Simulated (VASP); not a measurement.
The system is SnSe2.

```
Sn Se
1.0
     3.81100    0.00000    0.00000
    -1.90550    3.30042    0.00000
     0.00000    0.00000    6.13600
Sn Se
1 2
Cartesian
  0.0000 0.0000 0.0000
  0.0000 2.2003 1.5279
  1.9055 1.1001 4.6081
```

```yaml
Program: VASP 6.6.1
Task: relaxation of cell and atoms
Functional: PBE
Potentials_or_basis: VASP PAW PBE potentials, release 64 (Sn_d, Se)
Cutoff: 600 eV
k_mesh: 12 × 12 × 4
Occupations: fermi-dirac, width 0.02 eV
Spin: no spin polarisation
```

At the start: pressure 5.6 GPa; volume 25.73 Å³/atom.

How do energy, volume and symmetry change on relaxing?

Over 20 steps the energy falls by 41.7 meV/atom and the volume is 29.84 Å³/atom (+16.0 %); space group P-3m1 (No. 164, to 0.1 Å) before and after.

Step by step:
```csv
step,energy change (eV),largest force (eV/Å),pressure (GPa),volume (Å³)
1,0.0000,0.8082,5.63,77.18
2,-0.0417,0.6271,-3.33,87.71
3,-0.1089,0.0644,-0.01,82.76
4,-0.1089,0.0494,0.08,82.65
5,-0.1101,0.0628,0.10,82.74
6,-0.1123,0.1029,0.15,82.99
7,-0.1126,0.1229,0.18,83.11
8,-0.1135,0.1186,0.16,83.32
9,-0.1160,0.1057,0.10,83.96
10,-0.1199,0.0780,0.00,85.24
11,-0.1239,0.0166,-0.10,87.83
12,-0.1243,0.0085,-0.12,88.87
13,-0.1248,0.0360,0.27,89.08
14,-0.1249,0.0276,0.14,89.02
15,-0.1247,0.0676,-0.13,89.95
16,-0.1251,0.0097,0.03,89.39
17,-0.1251,0.0137,-0.05,89.59
18,-0.1251,0.0124,-0.02,89.53
19,-0.1251,0.0072,0.03,89.52
20,-0.1251,0.0013,0.01,89.52
```

Final structure:
```xyz
3
Lattice="3.8739 0.0000 0.0000 -1.9369 3.3549 0.0000 0.0000 0.0000 6.8883" Properties=species:S:1:pos:R:3 pbc="T T T"
Sn    0.0000    0.0000    0.0000
Se    0.0000    2.2366    1.5953
Se    1.9369    1.1183    5.2930
```

Caveat: the volume moved by over 15 % at a fixed basis, so the end points are rough; this functional lacks dispersion, which binds the layers, so the pressure and a relaxed spacing across them are unreliable.
